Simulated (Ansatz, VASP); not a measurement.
**One calculation of Os2PdF, two programs**

```
Pd Os F
1.0
     2.03593    1.17544    4.25319
    -2.03593    1.17544    4.25319
     0.00000   -2.35088    4.25319
Pd Os F
1 2 1
Direct
  0.00000 0.00000 0.00000
  0.79840 0.79840 0.79840
  0.20160 0.20160 0.20160
  0.50000 0.50000 0.50000
```

Alike in both runs: functional PBE; k mesh 12 × 12 × 12; occupations gaussian, width 0.1 eV; no spin polarisation.

Ansatz relaxed the structure, and its values are those at the end. VASP's run is a single point on that final structure, the one shown.

```csv
,VASP,Ansatz
version,VASP 6.6.1,Ansatz 0.2.0
potentials or method,"VASP PAW PBE potentials, release 64 (Pd, Os, F), cutoff 520 eV","scalar-relativistic, plane waves, PAW"
valence electrons in the cell,33,57
```

Ansatz gave:

* gap on the k mesh at the Fermi level (eV): none
* pressure (GPa): 0.0
* rms of the force components (eV/Å): 0.000

What did VASP give for the same quantities?

gap on the k mesh at the Fermi level (eV): none; pressure (GPa): -0.3; rms of the force components (eV/Å): 0.014.

A gap of «none» marks a metal or a gap that the smearing closes. VASP's potentials hold 33 valence electrons a cell and Ansatz's 57, so a difference there can come from the potentials and not from the codes.

Neither program's run includes spin-orbit coupling.
